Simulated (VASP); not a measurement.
# W (C2/m) in VASP: further runs

W is run at these levels: PBEsol; tasks: single point.

All numbers are computed with VASP 6.6.1; they aren't measurements. Logs are shortened: lines on timing, memory, paths and dates and some standing lists are left out, and cuts for length are marked.

## (1) The cell of the first run

It takes space group C2/m (No. 12, monoclinic). The conventional cell has a = 4.927 Å, b = 2.845 Å, c = 4.608 Å, α = 90.00°, β = 90.00°, γ = 90.00°. Within 2.4 Å of W (site symmetry m) lie 1 W at 1.81 Å.

## (2) Single point, PBEsol (shortest bond scaled by 0.64)

Contents of INCAR:

```
SYSTEM = W
ALGO = Normal ; EDIFF = 1E-7
ENCUT = 520 ; GGA = PS
ISIF = 2 ; ISMEAR = -1
LASPH = .TRUE. ; LCHARG = .TRUE.
LELF = .TRUE. ; LREAL = .FALSE.
LVHAR = .TRUE. ; LWAVE = .FALSE.
NBANDS = 21 ; NELM = 80
PREC = Accurate ; SIGMA = 0.05
```

Contents of KPOINTS:

```
k-points
0
G
  12 12 7
  0 0 0
```

Contents of POSCAR:

```
W
1.0
    2.8445100090      0.0000000000      0.0000000000
   -1.4222550045      2.4634179291      0.0000000000
    0.0000000000      0.0000000000      4.6081062146
W
2
Direct
    0.2133333333      0.6066666667      0.1600000000
    0.7866666667      0.3933333333      0.8400000000
```

Potentials or basis: VASP PAW PBE potentials, release 64 (W_sv).

Run with:

```
$ cat potpaw_PBE.64/W_sv/POTCAR > POTCAR
$ mpirun -np 1 vasp_std > vasp.out
```

OUTCAR:

```text
SYSTEM = W
   EDIFF = 1E-7
   ENCUT = 520
   GGA = PS
   ISIF = 2
   ISMEAR = -1
   LASPH = .TRUE.
   LREAL = .FALSE.
   NELM = 80
   PREC = Accurate

 ion  position               nearest neighbor table
   1  0.213  0.607  0.160-   2 1.81   2 2.49   2 2.49   2 3.31   2 3.37   2 3.37
   2  0.787  0.393  0.840-   1 1.81   1 2.49   1 2.49   1 3.31   1 3.37   1 3.37

  LATTYP: Found a hexagonal cell.
 ALAT       =     2.8445100090
 C/A-ratio  =     1.6200000000

  Lattice vectors:

 A1 = (   2.8445100090,   0.0000000000,   0.0000000000)
 A2 = (  -1.4222550045,   2.4634179291,   0.0000000000)
 A3 = (   0.0000000000,   0.0000000000,   4.6081062146)

Analysis of symmetry for initial positions (statically):
=====================================================================
 Subroutine PRICEL returns:
 Original cell was already a primitive cell.

 Routine SETGRP: Setting up the symmetry group for a
 hexagonal supercell.

 Subroutine GETGRP returns: Found  4 space group operations
 (whereof  4 operations were pure point group operations)
 out of a pool of 24 trial point group operations.

The static configuration has the point symmetry C_2h.

Analysis of symmetry for dynamics (positions and initial velocities):
=====================================================================
 Subroutine PRICEL returns:
 Original cell was already a primitive cell.

 Routine SETGRP: Setting up the symmetry group for a
 hexagonal supercell.

 Subroutine GETGRP returns: Found  4 space group operations
 (whereof  4 operations were pure point group operations)
 out of a pool of 24 trial point group operations.

The dynamic configuration has the point symmetry C_2h.

 Subroutine INISYM returns: Found  4 space group operations
 (whereof  4 operations are pure point group operations),
 and found     1 'primitive' translations

----------------------------------------------------------------------------------------

                                     Primitive cell

  volume of cell :      32.2900

  direct lattice vectors                    reciprocal lattice vectors
     2.844510009  0.000000000  0.000000000     0.351554397  0.202970026  0.000000000
    -1.422255004  2.463417929  0.000000000     0.000000000  0.405940051  0.000000000
     0.000000000  0.000000000  4.608106215     0.000000000  0.000000000  0.217008887

  length of vectors
     2.844510009  2.844510009  4.608106215     0.405940051  0.405940051  0.217008887

  position of ions in fractional coordinates (direct lattice)
     0.213333333  0.606666667  0.160000000
     0.786666667  0.393333333  0.840000000

  ion indices of the primitive-cell ions
   primitive index   ion index
                 1           1
                 2           2

----------------------------------------------------------------------------------------

 KPOINTS: k-points

Automatic generation of k-mesh.
 Grid dimensions read from file:
 generate k-points for:   12   12    7

 Generating k-lattice:

  Cartesian coordinates                     Fractional coordinates (reciprocal lattice)
     0.029296200  0.016914169  0.000000000     0.083333333 -0.000000000  0.000000000
     0.000000000  0.033828338  0.000000000     0.000000000  0.083333333  0.000000000
     0.000000000  0.000000000  0.031001270     0.000000000  0.000000000  0.142857143

  Length of vectors
     0.033828338  0.033828338  0.031001270

  Shift w.r.t. Gamma in fractional coordinates (k-lattice)
     0.000000000  0.000000000  0.000000000

 Subroutine IBZKPT returns following result:
 ===========================================

 Found    277 irreducible k-points:

 Following reciprocal coordinates:
            Coordinates               Weight
  0.000000  0.000000  0.000000      1.000000
  0.083333  0.000000  0.000000      2.000000
  0.000000  0.083333  0.000000      4.000000
  0.166667 -0.000000  0.000000      2.000000
  0.000000  0.166667  0.000000      4.000000
  0.250000 -0.000000  0.000000      2.000000
[... 16 lines left out ...]
 -0.083333  0.416667  0.000000      4.000000
 -0.416667  0.333333  0.000000      4.000000
 [... further k-points ...]
   k-points           NKPTS =    277   k-points in BZ     NKDIM =    277   number of bands    NBANDS=     21
   number of dos      NEDOS =    301   number of ions     NIONS =      2
   total plane-waves  NPLWV =  20736
   dimension x,y,z NGX =    24 NGY =   24 NGZ =   36
   dimension x,y,z NGXF=    48 NGYF=   48 NGZF=   72
   ions per type =               2
   NGX,Y,Z   is equivalent  to a cutoff of  14.03, 14.03, 12.99 a.u.
   NGXF,Y,Z  is equivalent  to a cutoff of  28.05, 28.05, 25.98 a.u.
 SYSTEM =  W
   PREC   = accura    normal or accurate (medium, high low for compatibility)
   ISTART =      0    job   : 0-new  1-cont  2-samecut
   ICHARG =      2    charge: 1-file 2-atom 10-const
   ISPIN  =      1    spin polarized calculation?
   LNONCOLLINEAR =      F non collinear calculations
   LSORBIT =      F    spin-orbit coupling
   LASPH  =      T    aspherical Exc in radial PAW
   ENCUT  =  520.0 eV  38.22 Ry    6.18 a.u.   5.29  5.29  8.57*2*pi/ulx,y,z
   NELM   =     80;   NELMIN=  2; NELMDL= -5     # of ELM steps
   EDIFF  = 0.1E-06   stopping-criterion for ELM
   LREAL  =      F    real-space projection
   EDIFFG = 0.1E-05   stopping-criterion for IOM
   NSW    =      0    number of steps for IOM
   IBRION =     -1    ionic relax: 0-MD 1-quasi-New 2-CG
   NFREE  =      0    steps in history (QN), initial steepest desc. (CG)
   ISIF   =      2    stress and relaxation
   ISYM   =      2    0-nonsym 1-usesym 2-fastsym
   POTIM  = 0.5000    time-step for ionic-motion
   TEBEG  =    0.0;   TEEND  =   0.0 temperature during run
   PSTRESS=    0.0 pullay stress
   NELECT =      28.0000    total number of electrons
   NUPDOWN=      -1.0000    fix difference up-down
   EMIN   =  10.00;   EMAX   =-10.00  energy-range for DOS
[... 5 lines left out ...]
     AMIX     =   0.40;   BMIX     =  1.00
     AMIX_MAG =   1.60;   BMIX_MAG =  1.00
  volume/ion in A,a.u.               =      16.15       108.95
  Fermi-wavevector in a.u.,A,eV,Ry     =   1.561127  2.950102 33.158985  2.437117
  Thomas-Fermi vector in A             =   2.664238
   LORBIT       =      0    0 simple, 1 ext, 2 COOP (PROOUT), +10 PAW based schemes
   GGA     = PS    functional components
   LHFCALC =     F    Hartree Fock is set to
   AEXX    =    0.0000 exact exchange contribution
   IVDW    =     0    specifies the selected vdW correction
   LEPSILON=     F    determine dielectric tensor
   LRPA    =     F    only Hartree local field effects (RPA)
 non-spin polarized calculation
  energy-cutoff  :      520.00
  volume of cell :       32.29
 maximum number of plane-waves:       885
 NGX is ok and might be reduce to    24
   NGX = 11   NGY = 11   NGZ = 17

 number of electron      28.0000000 magnetization

 Free energy of the ion-electron system (eV)
  ---------------------------------------------------
  ext. energy  EPLUGINS =         0.00000000
  ---------------------------------------------------
  free energy    TOTEN  =       -17.67593407 eV

  energy without entropy =      -17.66418861  energy(sigma->0) =      -17.67006134

 E-fermi :  10.8391     XC(G=0): -13.1723

 val. band max:       10.8368763205   @ k =   0.1667  -0.0000   0.1429
 cond. band min:      10.8432650530   @ k =  -0.1667   0.0000   0.4286
 fundamental gap:      0.0063887326
 Fermi energy:        10.8391343700

 k-point     1 :       0.0000    0.0000    0.0000
  band No.  band energies     occupation
      1     -64.4823      2.00000
      2     -62.1442      2.00000
      3     -31.9334      2.00000
      4     -27.4617      2.00000
      5     -27.4449      2.00000
      6     -27.1495      2.00000
[... 13 lines left out ...]
     20      17.9310      0.00000
     21      20.3180      0.00000

 k-point     2 :       0.0833    0.0000    0.0000
  band No.  band energies     occupation
      1     -64.4660      2.00000
      2     -62.1515      2.00000
      3     -31.9557      2.00000
      4     -27.7560      2.00000
      5     -27.5316      2.00000
      6     -26.9211      2.00000
[... 13 lines left out ...]
     20      17.5150      0.00000
     21      21.1380      0.00000

 k-point     3 :       0.0000    0.0833    0.0000
  band No.  band energies     occupation
      1     -64.4713      2.00000
      2     -62.1457      2.00000
      3     -31.9398      2.00000
      4     -27.6881      2.00000
      5     -27.4694      2.00000
      6     -27.0378      2.00000
[... 13 lines left out ...]
     20      18.3083      0.00000
     21      20.5068      0.00000

 k-point     4 :       0.1667   -0.0000    0.0000
  band No.  band energies     occupation
      1     -64.4204      2.00000
      2     -62.1721      2.00000
      3     -32.0186      2.00000
      4     -28.2039      2.00000
      5     -27.6985      2.00000
      6     -26.6949      2.00000
[... 13 lines left out ...]
     20      17.7797      0.00000
     21      22.3040      0.00000

 k-point     5 :       0.0000    0.1667    0.0000
  band No.  band energies     occupation
      1     -64.4408      2.00000
      2     -62.1498      2.00000
      3     -31.9580      2.00000
      4     -28.0964      2.00000
      5     -27.5098      2.00000
      6     -26.9601      2.00000
[... 13 lines left out ...]
     20      18.9918      0.00000
     21      21.1065      0.00000
[... 382 lines left out ...]
     20      20.3094      0.00000
     21      22.2069      0.00000

 k-point    22 :       0.3333    0.0833    0.0000
  band No.  band energies     occupation
      1     -64.2608      2.00000
      2     -62.2460      2.00000
      3     -32.2349      2.00000
      4     -29.0969      2.00000
      5     -28.1629      2.00000
      6     -26.4536      2.00000
[... 13 lines left out ...]
     20      18.9141      0.00000
     21      20.4349      0.00000

 k-point    23 :      -0.0833    0.4167    0.0000
  band No.  band energies     occupation
      1     -64.3387      2.00000
      2     -62.1610      2.00000
      3     -32.0123      2.00000
      4     -28.9548      2.00000
      5     -27.8565      2.00000
      6     -26.9260      2.00000
[... 13 lines left out ...]
     20      18.9020      0.00000
     21      21.7334      0.00000

 k-point    24 :      -0.4167    0.3333    0.0000
  band No.  band energies     occupation
      1     -64.3228      2.00000
      2     -62.1784      2.00000
      3     -32.0600      2.00000
      4     -29.0664      2.00000
      5     -27.7491      2.00000
      6     -26.9241      2.00000
[... 13 lines left out ...]
     20      20.2854      0.00000
     21      21.5445      0.00000

 [... further k-points ...]

------------------------ aborting loop because EDIFF is reached ----------------------------------------

  FORCE on cell =-STRESS in cart. coord.  units (eV):
  Direction    XX          YY          ZZ          XY          YZ          ZX
  --------------------------------------------------------------------------------------
  -------------------------------------------------------------------------------------
  Total       23.0112138     15.6060645     42.0257961      6.4130474     10.9834848     19.0239524
  in kB     1141.7790387    774.3475616   2085.2517134    318.2049933    544.9826686    943.9376064
  external PRESSURE =    1333.7927712 kB  Pullay stress =       0.0000000 kB

 VOLUME and BASIS-vectors are now :
 -----------------------------------------------------------------------------
  energy-cutoff  :      520.00
  volume of cell :       32.29
      direct lattice vectors                 reciprocal lattice vectors
     2.844510009  0.000000000  0.000000000     0.351554397  0.202970026  0.000000000
    -1.422255004  2.463417929  0.000000000     0.000000000  0.405940051  0.000000000
     0.000000000  0.000000000  4.608106215     0.000000000  0.000000000  0.217008887

 POSITION                                       TOTAL-FORCE (eV/Angst)
 -----------------------------------------------------------------------------------
     -0.25601      1.49447      0.73730        13.175059      7.606624     30.539394
      1.67826      0.96894      3.87081       -13.175059     -7.606624    -30.539394
 -----------------------------------------------------------------------------------
    total drift:                                0.000000      0.000000     -0.000000

  FREE ENERGIE OF THE ION-ELECTRON SYSTEM (eV)
  ---------------------------------------------------
  free  energy   TOTEN  =       -17.6759340691 eV

  energy  without entropy=      -17.6641886061  energy(sigma->0) =      -17.67006134
```

Run time: 83 s. Hardware: 1 thread of Intel Xeon 6975P-C (Granite Rapids), shared host; peak memory 0.26 GiB.

What came out:

| Property | Result |
| --- | --- |
| Free energy | -17.6759 eV |
| Pressure | 133.4 GPa |
| Largest force | 34.119 eV/Å |
| Band gap on the k mesh | zero (band 14 reaches 12.20 eV, above the bottom of band 15 at 9.38 eV) |

Forces on the atoms (eV/Å):
```
W    13.175   7.607  30.539
W   -13.175  -7.607 -30.539
```

Levels at points of the mesh, in eV from the Fermi level:
```tsv
k point	band 12	band 13	band 14	band 15	band 16	band 17
(0.00, 0.00, 0.00)	-3.96	-3.53	-2.22	-0.48	1.82	3.36
(0.50, 0.00, 0.00)	-2.63	-1.17	-0.44	0.23	2.12	3.38
(0.00, 0.50, 0.00)	-2.16	-0.80	-0.67	1.72	3.60	4.19
```

Caveat: the cell differs from its parent crystal (shortest bond scaled by 0.64); the PAW data sets were made with another functional, which shifts forces and pressure a little; spin-orbit coupling is left out, which moves the levels of the heavy elements.

## (3) Single point, PBEsol

Contents of INCAR:

```
PREC = Accurate ; ENCUT = 520
EDIFF = 1E-6 ; ISMEAR = -1
SIGMA = 0.05 ; LREAL = F
LASPH = T ; NELM = 80
ALGO = Normal ; ISIF = 2
LWAVE = F ; LCHARG = F
GGA = PS ; NBANDS = 21
```

Contents of KPOINTS:

```
Automatic mesh
0
Gamma
  12 12 7
```

POSCAR is that of step 2.

Potentials or basis: VASP PAW PBE potentials, release 64 (W_sv).

Run with:

```
$ cat potpaw_PBE.64/W_sv/POTCAR > POTCAR
$ mpirun -np 1 vasp_std > vasp.out
```

It took 77 s on 1 thread of Intel Xeon 6975P-C (Granite Rapids), shared host; peak memory 0.26 GiB.

Results (log left out):

```yaml
Free_energy: -17.6759 eV
Pressure: 133.4 GPa
Largest_force: 34.118 eV/Å
Band_gap_on_the_k_mesh: zero (band 14 reaches 12.20 eV, above the bottom of band 15 at 9.38 eV)
```

Forces on the atoms (eV/Å):
```
W    13.175   7.606  30.539
W   -13.175  -7.606 -30.539
```

Stress tensor (GPa, compression positive):
```
114.18  31.82  94.39
 31.82  77.44  54.50
 94.39  54.50 208.52
```

Levels at points of the mesh, in eV from the Fermi level:
```csv
k point,band 11,band 12,band 13,band 14,band 15,band 16,band 17,band 18
"(0.00, 0.00, 0.00)",-4.33,-3.96,-3.53,-2.22,-0.48,1.82,3.36,4.05
"(0.50, 0.00, 0.00)",-3.01,-2.63,-1.17,-0.44,0.23,2.12,3.38,4.29
"(0.00, 0.50, 0.00)",-4.68,-2.16,-0.80,-0.67,1.72,3.60,4.19,4.25
```

Caveat: the PAW data sets were made with another functional, which shifts forces and pressure a little; spin-orbit coupling is left out, which moves the levels of the heavy elements.
